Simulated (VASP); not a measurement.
Sn, 4 atoms in the cell. The typed cell holds 4 atoms: a = 6.093 Å, b = 6.093 Å, c = 5.326 Å, α = 90.00°, β = 90.00°, γ = 145.72°. 

* Program: VASP 6.6.1
* Task: single point
* Functional: r2SCAN
* Potentials or basis: VASP PAW PBE potentials, release 64 (Sn_d)
* Cutoff: 520 eV
* k mesh: 4 × 4 × 4
* Occupations: gaussian, width 0.1 eV
* Spin: no spin polarisation
* Dipole correction: no
* Further INCAR settings: ALGO = Normal; EDIFF = 1e-07; NBANDS = 36

Potentials or basis: VASP PAW PBE potentials, release 64 (Sn_d).

Run with:

```console
$ cat potpaw_PBE.64/Sn_d/POTCAR > POTCAR
$ cp INCAR.step1 INCAR
$ mpirun -np 1 vasp_std > vasp.out
$ cp INCAR.step2 INCAR
$ mpirun -np 1 vasp_std > vasp.out
```

Hardware: 1 thread of Intel(R) Xeon(R) 6975P-C (Granite Rapids), with other jobs on the host.

Task: Estimate the wall time of this run.

Result: It took 3.6 min on 1 thread of Intel(R) Xeon(R) 6975P-C (Granite Rapids) (shared host), peak memory 0.33 GiB. Counts: k points 21.
